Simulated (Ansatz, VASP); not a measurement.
## PbS in VASP and in Ansatz

The input POSCAR:

```
PbS
1.0
    0.0000000000      2.9205250000      3.0094750000
    2.9205250000      0.0000000000      3.0094750000
    2.9205250000      2.9205250000      0.0000000000
Pb S
1 1
Direct
    0.0000000000      0.0000000000      0.0000000000
    0.5000000000      0.5000000000      0.5000000000
```

The input INCAR.step1:

```
  PREC = Accurate
  ENCUT = 520
  ISMEAR = 0
  SIGMA = 0.05
  LREAL = False
  LASPH = True
  NELM = 60
  NBANDS = 17
  GGA = PE
  ALGO = Normal
  EDIFF = 1E-4
  LWAVE = True
  LCHARG = False
```

File INCAR.step2:

```
  PREC = Accurate
  ENCUT = 520
  EDIFF = 1E-6
  ISMEAR = 0
  SIGMA = 0.05
  LREAL = False
  LASPH = True
  NELM = 60
  ALGO = Normal
  ISIF = 2
  LWAVE = False
  LCHARG = False
  METAGGA = R2SCAN
  LMIXTAU = True
  NBANDS = 17
  ISTART = 1
```

The input KPOINTS:

```
regular mesh
0
Gamma
  8 8 8
```

Input for Ansatz:

```yaml
crystal:
  lattice:
    - [0.0, 2.920525, 3.009475]
    - [2.920525, 0.0, 3.009475]
    - [2.920525, 2.920525, 0.0]
  atoms:
    - { symbol: Pb, position: [0.0, 0.0, 0.0] }
    - { symbol: S, position: [0.5, 0.5, 0.5] }
basis:
  ecutwfc: 500
kpoints:
  mp_grid: { grid: [8, 8, 8] }
hamiltonian:
  xc: r2scan
scf:
  occupations: { method: gaussian, width: 0.05 }
output:
  forces: true
  stress: true
  eigenvalues: true
```

Change from the starting cell: strain -0.015 along x and y, +0.015 along z, atoms carried along.

Alike in both runs: task single point; functional r2SCAN; k mesh 8 × 8 × 8; occupations gaussian, width 0.05 eV; no spin polarisation.

|  | VASP | Ansatz |
| --- | --- | --- |
| version | VASP 6.6.1 | Ansatz 0.2.0 |
| potentials or method | VASP PAW PBE potentials, release 64 (Pb_d, S), cutoff 520 eV | scalar-relativistic, plane waves, PAW |
| valence electrons in the cell | 20 | 20 |

```csv
,VASP,Ansatz,Ansatz less VASP
gap on the k mesh at the Fermi level (eV),0.53,0.52,-0.011
least direct gap on the mesh (eV),0.53,0.52,-0.011
pressure (GPa),2.5,2.5,+0.02
"traceless stress, the component that is largest in VASP (GPa)",-2.75,-2.74,+0.010
```

VASP's potentials were made for PBE, not for r2SCAN. With one functional, cell and mesh, what is left measures potentials, basis and numerics.

Spin-orbit coupling is off throughout.
